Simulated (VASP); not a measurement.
Input of a VASP 6.6.1 run:

INCAR

```
SYSTEM = AlH4
ALGO = Normal ; EDIFF = 1E-6
ENCUT = 520 ; GGA = PE
ISIF = 2 ; ISMEAR = 0
LASPH = .TRUE. ; LCHARG = .FALSE.
LREAL = .FALSE. ; LWAVE = .FALSE.
NBANDS = 12 ; NELM = 80
PREC = Accurate ; SIGMA = 0.1
```

The input KPOINTS:

```
k-points
0
G
  16 16 16
  0 0 0
```

POSCAR

```
AlH4
1.0
   -1.7420504465      1.7420504465      4.2325423555
    1.7420504465     -1.7420504465      4.2325423555
    1.7420504465      1.7420504465     -4.2325423555
Al H
1 4
Direct
    0.0000000000      0.0000000000      0.0000000000
    0.1967755484      0.1967755484      0.0000000000
    0.8032244516      0.8032244516      0.0000000000
    0.5000000000      0.0000000000      0.5000000000
    0.0000000000      0.5000000000      0.5000000000
```

Potentials or basis: VASP PAW PBE potentials, release 64 (Al, H).

Run with:

```sh
$ cat potpaw_PBE.64/Al/POTCAR potpaw_PBE.64/H/POTCAR > POTCAR
$ mpirun -np 1 vasp_std > vasp.out
```

Q: What does it give for the largest force?

A: 0.004 eV/Å.

Q: Predict the pressure.

A: -0.1 GPa.

Forces on the atoms (eV/Å):
```
Al   0.000  0.000  0.000
H    0.000  0.000  0.004
H    0.000  0.000 -0.004
H    0.000  0.000  0.000
H    0.000  0.000  0.000
```
